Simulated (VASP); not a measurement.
# ZnO (P6_3mc) in VASP: a series of runs

The runs below take ZnO through relaxation of shape and atoms at fixed volume, single point, with PBEsol.

Everything below comes from runs of VASP 6.6.1. Logs are shortened: lines on timing, memory, paths and dates and some standing lists are left out, and cuts for length are marked.

**1. The cell of the first run**

It takes space group P6_3mc (No. 186, hexagonal). The conventional cell has a = 3.251 Å, b = 3.251 Å, c = 5.249 Å, α = 90.00°, β = 90.00°, γ = 120.00°. Zn (site symmetry 3m) has 4 O at 1.98 to 1.99 Å within 2.6 Å. Within 2.6 Å of O (site symmetry 3m) lie 4 Zn at 1.98 to 1.99 Å.

**2. Relaxation of shape and atoms at fixed volume, PBEsol (volume scaled by 1.020)**

File INCAR:

```
SYSTEM = ZnO
ALGO = Normal ; EDIFF = 1E-6
EDIFFG = -0.01 ; ENCUT = 600
GGA = PS ; IBRION = 2
ISIF = 4 ; ISMEAR = 0
LASPH = .TRUE. ; LCHARG = .FALSE.
LREAL = .FALSE. ; LWAVE = .FALSE.
NELM = 60 ; NSW = 60
PREC = Accurate ; SIGMA = 0.05
```

File KPOINTS:

```
k-points
0
G
  12 12 6
  0 0 0
```

File POSCAR:

```
ZnO
1.0
    3.2514186453      0.0000000000      0.0000000000
   -1.6257093226      2.8158111452      0.0000000000
    0.0000000000      0.0000000000      5.2489033949
Zn O
2 2
Direct
    0.3333333333      0.6666666667      0.0015876069
    0.6666666667      0.3333333333      0.5015876069
    0.3333333333      0.6666666667      0.3805123931
    0.6666666667      0.3333333333      0.8805123931
```

Potentials or basis: VASP PAW PBE potentials, release 64 (Zn, O).

Launch:

```
> cat potpaw_PBE.64/Zn/POTCAR potpaw_PBE.64/O/POTCAR > POTCAR
> mpirun -np 1 vasp_std > vasp.out
```

OUTCAR:

```text
SYSTEM = ZnO
   EDIFF = 1E-6
   EDIFFG = -0.01
   ENCUT = 600
   GGA = PS
   IBRION = 2
   ISIF = 4
   ISMEAR = 0
   LASPH = .TRUE.
   LREAL = .FALSE.
   NELM = 60
   NSW = 60
   PREC = Accurate

 ion  position               nearest neighbor table
   1  0.333  0.667  0.002-   4 1.98   4 1.98   4 1.98   3 1.99
   2  0.667  0.333  0.502-   3 1.98   3 1.98   3 1.98   4 1.99
   3  0.333  0.667  0.381-   2 1.98   2 1.98   2 1.98   1 1.99
   4  0.667  0.333  0.881-   1 1.98   1 1.98   1 1.98   2 1.99

  LATTYP: Found a hexagonal cell.
 ALAT       =     3.2514186453
 C/A-ratio  =     1.6143425278

  Lattice vectors:

 A1 = (   3.2514186453,   0.0000000000,   0.0000000000)
 A2 = (  -1.6257093226,   2.8158111452,   0.0000000000)
 A3 = (   0.0000000000,   0.0000000000,   5.2489033949)

Analysis of symmetry for initial positions (statically):
=====================================================================
 Subroutine PRICEL returns:
 Original cell was already a primitive cell.

 Routine SETGRP: Setting up the symmetry group for a
 hexagonal supercell.

 Subroutine GETGRP returns: Found 12 space group operations
 (whereof  6 operations were pure point group operations)
 out of a pool of 24 trial point group operations.

The static configuration has the point symmetry C_3v.
 The point group associated with its full space group is C_6v.

Analysis of symmetry for dynamics (positions and initial velocities):
=====================================================================
 Subroutine PRICEL returns:
 Original cell was already a primitive cell.

 Routine SETGRP: Setting up the symmetry group for a
 hexagonal supercell.

 Subroutine GETGRP returns: Found 12 space group operations
 (whereof  6 operations were pure point group operations)
 out of a pool of 24 trial point group operations.

The dynamic configuration has the point symmetry C_3v.
 The point group associated with its full space group is C_6v.

 Subroutine INISYM returns: Found 12 space group operations
 (whereof  6 operations are pure point group operations),
 and found     1 'primitive' translations

----------------------------------------------------------------------------------------

                                     Primitive cell

  volume of cell :      48.0557

  direct lattice vectors                    reciprocal lattice vectors
     3.251418645  0.000000000  0.000000000     0.307558057  0.177568727  0.000000000
    -1.625709323  2.815811145  0.000000000     0.000000000  0.355137454  0.000000000
     0.000000000  0.000000000  5.248903395     0.000000000  0.000000000  0.190515985

  length of vectors
     3.251418645  3.251418645  5.248903395     0.355137454  0.355137454  0.190515985

  position of ions in fractional coordinates (direct lattice)
     0.333333333  0.666666667  0.001587607
     0.666666667  0.333333333  0.501587607
     0.333333333  0.666666667  0.380512393
     0.666666667  0.333333333  0.880512393

  ion indices of the primitive-cell ions
   primitive index   ion index
                 1           1
                 2           2
                 3           3
                 4           4

----------------------------------------------------------------------------------------

 KPOINTS: k-points

Automatic generation of k-mesh.
 Grid dimensions read from file:
 generate k-points for:   12   12    6

 Generating k-lattice:

  Cartesian coordinates                     Fractional coordinates (reciprocal lattice)
     0.025629838  0.014797394  0.000000000     0.083333333 -0.000000000  0.000000000
     0.000000000  0.029594788  0.000000000     0.000000000  0.083333333  0.000000000
     0.000000000  0.000000000  0.031752664     0.000000000  0.000000000  0.166666667

  Length of vectors
     0.029594788  0.029594788  0.031752664

  Shift w.r.t. Gamma in fractional coordinates (k-lattice)
     0.000000000  0.000000000  0.000000000

 Subroutine IBZKPT returns following result:
 ===========================================

 Found     76 irreducible k-points:

 Following reciprocal coordinates:
            Coordinates               Weight
  0.000000  0.000000  0.000000      1.000000
  0.083333  0.000000  0.000000      6.000000
  0.166667  0.000000  0.000000      6.000000
  0.250000  0.000000  0.000000      6.000000
  0.333333  0.000000  0.000000      6.000000
  0.416667  0.000000  0.000000      6.000000
[... 16 lines left out ...]
  0.250000  0.000000  0.166667     12.000000
  0.333333  0.000000  0.166667     12.000000
 [... further k-points ...]
   k-points           NKPTS =     76   k-points in BZ     NKDIM =     76   number of bands    NBANDS=     22
   number of dos      NEDOS =    301   number of ions     NIONS =      4
   total plane-waves  NPLWV =  32928
   dimension x,y,z NGX =    28 NGY =   28 NGZ =   42
   dimension x,y,z NGXF=    56 NGYF=   56 NGZF=   84
   ions per type =               2   2
   NGX,Y,Z   is equivalent  to a cutoff of  14.32, 14.32, 13.30 a.u.
   NGXF,Y,Z  is equivalent  to a cutoff of  28.63, 28.63, 26.60 a.u.
 SYSTEM =  ZnO
   PREC   = accura    normal or accurate (medium, high low for compatibility)
   ISTART =      0    job   : 0-new  1-cont  2-samecut
   ICHARG =      2    charge: 1-file 2-atom 10-const
   ISPIN  =      1    spin polarized calculation?
   LNONCOLLINEAR =      F non collinear calculations
   LSORBIT =      F    spin-orbit coupling
   LASPH  =      T    aspherical Exc in radial PAW
   ENCUT  =  600.0 eV  44.10 Ry    6.64 a.u.   6.49  6.49 10.48*2*pi/ulx,y,z
   NELM   =     60;   NELMIN=  2; NELMDL= -5     # of ELM steps
   EDIFF  = 0.1E-05   stopping-criterion for ELM
   LREAL  =      F    real-space projection
   EDIFFG = -.1E-01   stopping-criterion for IOM
   NSW    =     60    number of steps for IOM
   IBRION =      2    ionic relax: 0-MD 1-quasi-New 2-CG
   NFREE  =      1    steps in history (QN), initial steepest desc. (CG)
   ISIF   =      4    stress and relaxation
   ISYM   =      2    0-nonsym 1-usesym 2-fastsym
   POTIM  = 0.5000    time-step for ionic-motion
   TEBEG  =    0.0;   TEEND  =   0.0 temperature during run
   PSTRESS=    0.0 pullay stress
   NELECT =      36.0000    total number of electrons
   NUPDOWN=      -1.0000    fix difference up-down
   EMIN   =  10.00;   EMAX   =-10.00  energy-range for DOS
[... 10 lines left out ...]
   LORBIT       =      0    0 simple, 1 ext, 2 COOP (PROOUT), +10 PAW based schemes
   GGA     = PS    functional components
   LHFCALC =     F    Hartree Fock is set to
   AEXX    =    0.0000 exact exchange contribution
   IVDW    =     0    specifies the selected vdW correction
   LEPSILON=     F    determine dielectric tensor
   LRPA    =     F    only Hartree local field effects (RPA)
 conjugate gradient relaxation of ions
 non-spin polarized calculation
 Gauss-broadening in eV      SIGMA  =   0.05
  energy-cutoff  :      600.00
  volume of cell :       48.06
 maximum number of plane-waves:      1641
 NGX is ok and might be reduce to    28
   NGX = 13   NGY = 13   NGZ = 21

 number of electron      36.0000007 magnetization

 Free energy of the ion-electron system (eV)
  ---------------------------------------------------
  ext. energy  EPLUGINS =         0.00000000
  ---------------------------------------------------
  free energy    TOTEN  =       -19.41243626 eV

  energy without entropy =      -19.41243626  energy(sigma->0) =      -19.41243626

 E-fermi :   1.1737     XC(G=0): -11.1346

 val. band max:        0.9649758136   @ k =   0.0000   0.0000   0.0000
 cond. band min:       1.6274753134   @ k =   0.0000   0.0000   0.0000
 fundamental gap:      0.6624994998
 Fermi energy:         1.1737411018

 k-point     1 :       0.0000    0.0000    0.0000
  band No.  band energies     occupation
      1     -17.0028      2.00000
      2     -16.2783      2.00000
      3      -4.7047      2.00000
      4      -4.7047      2.00000
      5      -4.6884      2.00000
      6      -4.6642      2.00000
[... 14 lines left out ...]
     21       9.0001      0.00000
     22      13.7005      0.00000

 k-point     2 :       0.0833    0.0000    0.0000
  band No.  band energies     occupation
      1     -16.9640      2.00000
      2     -16.2609      2.00000
      3      -4.7536      2.00000
      4      -4.6825      2.00000
      5      -4.6401      2.00000
      6      -4.6292      2.00000
[... 14 lines left out ...]
     21       8.9966      0.00000
     22      12.9363      0.00000

 k-point     3 :       0.1667    0.0000    0.0000
  band No.  band energies     occupation
      1     -16.8551      2.00000
      2     -16.2145      2.00000
      3      -4.8630      2.00000
      4      -4.6243      2.00000
      5      -4.6041      2.00000
      6      -4.5386      2.00000
[... 14 lines left out ...]
     21       8.9805      0.00000
     22      11.6237      0.00000

 k-point     4 :       0.2500    0.0000    0.0000
  band No.  band energies     occupation
      1     -16.6969      2.00000
      2     -16.1558      2.00000
      3      -4.9737      2.00000
      4      -4.6269      2.00000
      5      -4.5530      2.00000
      6      -4.4399      2.00000
[... 14 lines left out ...]
     21       8.9305      0.00000
     22      10.4410      0.00000

 k-point     5 :       0.3333    0.0000    0.0000
  band No.  band energies     occupation
      1     -16.5227      2.00000
      2     -16.1075      2.00000
      3      -5.0264      2.00000
      4      -4.6688      2.00000
      5      -4.4952      2.00000
      6      -4.3042      2.00000
[... 14 lines left out ...]
     21       8.7376      0.00000
     22       9.6269      0.00000

 k-point     6 :       0.4167    0.0000    0.0000
  band No.  band energies     occupation
      1     -16.3753      2.00000
      2     -16.0882      2.00000
      3      -4.9963      2.00000
      4      -4.7232      2.00000
      5      -4.4630      2.00000
      6      -4.1621      2.00000
[... 14 lines left out ...]
     21       8.4043      0.00000
     22       9.3756      0.00000

 k-point     7 :       0.5000    0.0000    0.0000
  band No.  band energies     occupation
      1     -16.3116      2.00000
      2     -16.0899      2.00000
      3      -4.9463      2.00000
      4      -4.7688      2.00000
      5      -4.4535      2.00000
      6      -4.0816      2.00000
[... 324 lines left out ...]
      6      -4.6979      2.00000
[... 14 lines left out ...]
     21       9.2110      0.00000
     22      13.7062      0.00000

 k-point    21 :       0.0833    0.0000    0.1667
  band No.  band energies     occupation
      1     -16.9192      2.00000
      2     -16.3103      2.00000
      3      -4.7896      2.00000
      4      -4.7577      2.00000
      5      -4.6751      2.00000
      6      -4.6514      2.00000
[... 14 lines left out ...]
     21       9.2138      0.00000
     22      12.9740      0.00000

 k-point    22 :       0.1667    0.0000    0.1667
  band No.  band energies     occupation
      1     -16.8136      2.00000
      2     -16.2588      2.00000
      3      -4.8968      2.00000
      4      -4.7258      2.00000
      5      -4.6146      2.00000
      6      -4.5727      2.00000
[... 14 lines left out ...]
     21       9.2183      0.00000
     22      11.6822      0.00000

 k-point    23 :       0.2500    0.0000    0.1667
  band No.  band energies     occupation
      1     -16.6610      2.00000
      2     -16.1922      2.00000
      3      -5.0054      2.00000
      4      -4.7371      2.00000
      5      -4.5389      2.00000
      6      -4.4628      2.00000
[... 14 lines left out ...]
     21       9.2099      0.00000
     22      10.5117      0.00000

 k-point    24 :       0.3333    0.0000    0.1667
  band No.  band energies     occupation
      1     -16.4940      2.00000
      2     -16.1342      2.00000
      3      -5.0601      2.00000
      4      -4.7730      2.00000
      5      -4.4750      2.00000
      6      -4.3303      2.00000
[... 14 lines left out ...]
     21       9.1228      0.00000
     22       9.6763      0.00000

 [... further k-points ...]
[... 5 lines left out ...]
  --------------------------------------------------------------------------------------
  -------------------------------------------------------------------------------------
  Total       -0.6023641     -0.6023641     -0.5954968     -0.0000000      0.0000000      0.0000000
  in kB      -20.0828191    -20.0828191    -19.8538637     -0.0000000      0.0000000      0.0000000
  external PRESSURE =     -20.0065006 kB  Pullay stress =       0.0000000 kB

 VOLUME and BASIS-vectors are now :
 -----------------------------------------------------------------------------
  energy-cutoff  :      600.00
  volume of cell :       48.06
      direct lattice vectors                 reciprocal lattice vectors
     3.251418645  0.000000000  0.000000000     0.307558057  0.177568727  0.000000000
    -1.625709323  2.815811145  0.000000000     0.000000000  0.355137454  0.000000000
     0.000000000  0.000000000  5.248903395     0.000000000  0.000000000  0.190515985

 POSITION                                       TOTAL-FORCE (eV/Angst)
 -----------------------------------------------------------------------------------
     -0.00000      1.87721      0.00833         0.000000      0.000000     -0.000735
      1.62571      0.93860      2.63278        -0.000000      0.000000     -0.000735
     -0.00000      1.87721      1.99727        -0.000000      0.000000      0.000735
      1.62571      0.93860      4.62172         0.000000     -0.000000      0.000735
 -----------------------------------------------------------------------------------
    total drift:                               -0.000000      0.000000     -0.002133

  FREE ENERGIE OF THE ION-ELECTRON SYSTEM (eV)
  ---------------------------------------------------
  free  energy   TOTEN  =       -19.4124362607 eV

  energy  without entropy=      -19.4124362607  energy(sigma->0) =      -19.41243626

 reached required accuracy - stopping structural energy minimisation
```

It took 3.2 min on 1 thread of AMD EPYC 7R13, shared host; peak memory 0.2 GiB.

What came out:

| Item | Value |
| --- | --- |
| Free energy | -19.4124 eV |
| Pressure after relaxing | -2.0 GPa |
| Band gap on the k mesh | 0.66 eV, direct |

Final structure:
```
Zn O
1.0
     3.25142    0.00000    0.00000
    -1.62571    2.81581    0.00000
     0.00000    0.00000    5.24890
Zn O
2 2
Direct
  0.33333 0.66667 0.00159
  0.66667 0.33333 0.50159
  0.33333 0.66667 0.38051
  0.66667 0.33333 0.88051
```

Caveat: the relaxation stopped at its first step, so nothing moved; the PAW data sets were made with another functional, which shifts forces and pressure a little.

**3. Relaxation of shape and atoms at fixed volume, PBEsol (volume scaled by 1.040)**

File INCAR:

```
SYSTEM = ZnO
PREC = Accurate
ENCUT = 600
EDIFF = 1E-6
ISMEAR = 0
SIGMA = 0.05
LREAL = .FALSE.
LASPH = .TRUE.
NELM = 60
ALGO = Normal
ISIF = 4
LWAVE = .FALSE.
LCHARG = .FALSE.
GGA = PS
IBRION = 2
NSW = 60
EDIFFG = -0.01
```

File KPOINTS:

```
regular mesh
0
G
  12 12 6
  0 0 0
```

File POSCAR:

```
ZnO
1.0
    3.2725323450      0.0000000000      0.0000000000
   -1.6362661725      2.8340961455      0.0000000000
    0.0000000000      0.0000000000      5.2829881383
Zn O
2 2
Direct
    0.3333333333      0.6666666667      0.0015876069
    0.6666666667      0.3333333333      0.5015876069
    0.3333333333      0.6666666667      0.3805123931
    0.6666666667      0.3333333333      0.8805123931
```

Potentials or basis: VASP PAW PBE potentials, release 64 (Zn, O).

Launch:

```
> cat potpaw_PBE.64/Zn/POTCAR potpaw_PBE.64/O/POTCAR > POTCAR
> mpirun -np 1 vasp_std > vasp.out
```

It took 2.8 min on 1 thread of AMD EPYC 7R13, shared host; peak memory 0.2 GiB.

It converged, with:

```
Free energy             : -19.3948 eV
Pressure after relaxing : -4.5 GPa
Band gap on the k mesh  : 0.63 eV, direct
```

Final structure:
```yaml
crystal:
  lattice:
    - [3.27253, 0.00000, 0.00000]
    - [-1.63627, 2.83410, 0.00000]
    - [0.00000, 0.00000, 5.28299]
  atoms:
    - { symbol: Zn, position: [0.33333, 0.66667, 0.00159] }
    - { symbol: Zn, position: [0.66667, 0.33333, 0.50159] }
    - { symbol: O, position: [0.33333, 0.66667, 0.38051] }
    - { symbol: O, position: [0.66667, 0.33333, 0.88051] }
```

Levels at points of the mesh, in eV from the valence-band top:
```csv
k point,band 16,band 17,band 18,band 19,band 20,band 21
"(0.00, 0.00, 0.00)",-0.08,0.00,0.00,0.63,5.01,7.97
"(0.50, 0.00, 0.00)",-2.19,-1.26,-0.81,5.56,6.67,7.38
"(0.00, 0.00, 0.50)",-0.38,-0.38,-0.38,3.29,3.29,9.80
"(0.50, 0.00, 0.50)",-1.46,-1.34,-1.34,5.51,5.51,8.18
```

Caveat: the relaxation stopped at its first step, so nothing moved; the PAW data sets were made with another functional, which shifts forces and pressure a little.

**4. Single point, PBEsol (volume scaled by 0.960)**

File INCAR:

```
ALGO     = Normal         # electronic algorithm
EDIFF    = 1E-7           # SCF threshold, eV
ENCUT    = 520            # plane-wave cutoff, eV
GGA      = PS             # functional
ISIF     = 2              # what is computed and relaxed
ISMEAR   = 0              # smearing method
LASPH    = True           # aspherical terms in the spheres
LCHARG   = False          # write CHGCAR
LREAL    = False          # projectors in reciprocal space
LWAVE    = False          # write WAVECAR
NBANDS   = 26             # bands
NELM     = 80             # most SCF steps
PREC     = Accurate       # precision mode
SIGMA    = 0.05           # smearing width, eV
```

File KPOINTS:

```
k-points
0
Gamma
  12 12 6
```

File POSCAR:

```
ZnO
1.0
    3.1863727475      0.0000000000      0.0000000000
   -1.5931863737      2.7594797452      0.0000000000
    0.0000000000      0.0000000000      5.1438970358
Zn O
2 2
Direct
    0.3333333333      0.6666666667      0.0015876069
    0.6666666667      0.3333333333      0.5015876069
    0.3333333333      0.6666666667      0.3805123931
    0.6666666667      0.3333333333      0.8805123931
```

Launch:

```
> cat potpaw_PBE.64/Zn/POTCAR potpaw_PBE.64/O/POTCAR > POTCAR
> mpirun -np 1 vasp_std > vasp.out
```

Wall time 79 s (1 thread of AMD EPYC 7R43 (Zen 3), shared host); peak memory 0.17 GiB.

Results (log left out):

```
Free energy            : -19.3590 eV
Pressure               : 7.7 GPa
Largest force          : 0.004 eV/Å
Band gap on the k mesh : 0.75 eV, direct
```

Forces in eV/Å, atoms in the order of the input:
```
Zn   0.000  0.000  0.004
Zn   0.000  0.000  0.004
O    0.000  0.000 -0.004
O    0.000  0.000 -0.004
```

Levels at points of the mesh, in eV from the valence-band top:
```csv
k point,band 16,band 17,band 18,band 19,band 20,band 21
"(0.00, 0.00, 0.00)",-0.11,0.00,0.00,0.75,5.30,8.23
"(0.50, 0.00, 0.00)",-2.46,-1.40,-0.91,5.90,6.77,7.47
"(0.00, 0.00, 0.50)",-0.43,-0.43,-0.43,3.47,3.47,10.12
"(0.50, 0.00, 0.50)",-1.63,-1.49,-1.49,5.64,5.64,8.64
```

Caveat: the PAW data sets were made with another functional, which shifts forces and pressure a little.

**5. Overview**

```csv
task,cell,cutoff (eV),gap on the mesh (eV),pressure (GPa)
relaxation of shape and atoms at fixed volume,"relaxed from a = 3.251, b = 3.251, c = 5.249 Å, angles 90.0, 90.0, 120.0°, 4 atoms",600,0.66,-2.0
relaxation of shape and atoms at fixed volume,"relaxed from a = 3.273, b = 3.273, c = 5.283 Å, angles 90.0, 90.0, 120.0°, 4 atoms",600,0.63,-4.5
single point,"a = 3.186, b = 3.186, c = 5.144 Å, angles 90.0, 90.0, 120.0°, 4 atoms",520,0.75,7.7
```

Alike in all rows: level PBEsol; potentials or basis VASP PAW PBE potentials, release 64 (Zn, O); no spin polarisation; k mesh 12 × 12 × 6; smearing gaussian 0.05 eV.

Caveats: the PAW data sets were made with another functional, which shifts forces and pressure a little; the relaxation stopped at its first step, so nothing moved (some runs).

Total energies depend on the potentials used, so only differences within one code and one set of settings carry meaning.
